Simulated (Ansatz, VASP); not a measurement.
# Al: VASP beside Ansatz

Contents of INCAR:

```
SYSTEM = Al
  PREC = Accurate
  ENCUT = 600
  EDIFF = 1E-7
  ISMEAR = 0
  SIGMA = 0.1
  LREAL = .False.
  LASPH = .True.
  NELM = 100
  ALGO = Fast
  ISIF = 3
  LWAVE = .False.
  LCHARG = .False.
  GGA = PE
  IBRION = 2
  NSW = 90
  EDIFFG = -0.04
```

The input KPOINTS:

```
Automatic mesh
0
Gamma
  4 4 4
  0 0 0
```

The input POSCAR:

```
Al
1.0
    4.3742892600      0.0000000000      0.0000000000
    0.0000000000      6.0640297900      0.0000000000
    0.0000000000      0.0000000000      6.0189748300
Al
8
Direct
    0.0000000000      0.0000000000      0.7069650600
    0.5000000000      0.5000000000      0.7930349400
    0.0000000000      0.0000000000      0.2930349400
    0.5000000000      0.5000000000      0.2069650600
    0.6685199300      0.8344007600      0.0000000000
    0.3314800700      0.1655992400      0.0000000000
    0.1685199300      0.6655992400      0.5000000000
    0.8314800700      0.3344007600      0.5000000000
```

Input for Ansatz:

```yaml
crystal:
  lattice:
    - [4.37428926, 0.0, 0.0]
    - [0.0, 6.06402979, 0.0]
    - [0.0, 0.0, 6.01897483]
  atoms:
    - { symbol: Al, position: [0.0, 0.0, 0.70696506] }
    - { symbol: Al, position: [0.5, 0.5, 0.79303494] }
    - { symbol: Al, position: [0.0, 0.0, 0.29303494] }
    - { symbol: Al, position: [0.5, 0.5, 0.20696506] }
    - { symbol: Al, position: [0.66851993, 0.83440076, 0.0] }
    - { symbol: Al, position: [0.33148007, 0.16559924, 0.0] }
    - { symbol: Al, position: [0.16851993, 0.66559924, 0.5] }
    - { symbol: Al, position: [0.83148007, 0.33440076, 0.5] }
basis:
  ecutwfc: 420
kpoints:
  mp_grid: { grid: [4, 4, 4] }
hamiltonian:
  xc: pbe
scf:
  occupations: { method: gaussian, width: 0.1 }
  lower_state_search: "off"
output:
  forces: true
  stress: true
  eigenvalues: true
relax:
  adjacent_minimum: "off"
  f_tol: 0.04
  max_steps: 70
  cell: { stress_tol: 0.4 }
```

Alike in both runs: task relaxation of cell and atoms; functional PBE; k mesh 4 × 4 × 4; occupations gaussian, width 0.1 eV; no spin polarisation.

|  | VASP | Ansatz |
| --- | --- | --- |
| version | VASP 6.6.1 | Ansatz 0.2.0 |
| potentials or method | VASP PAW PBE potentials, release 64 (Al), cutoff 600 eV | scalar-relativistic, plane waves, PAW |
| valence electrons in the cell | 24 | 24 |

```csv
,VASP,Ansatz,Ansatz less VASP
"gap on the k mesh at the Fermi level, each at its own relaxed structure (eV)",none,none,-
relaxed volume (Å³/atom),17.91,18.15,+0.246
relaxed length of the cell vector where the two differ most in proportion (Å),2.650,3.130,+0.4806
```

A gap of «none» marks a metal or a gap that the smearing closes. One of these differences is far larger than is usual between the two programs; its cause wasn't traced.
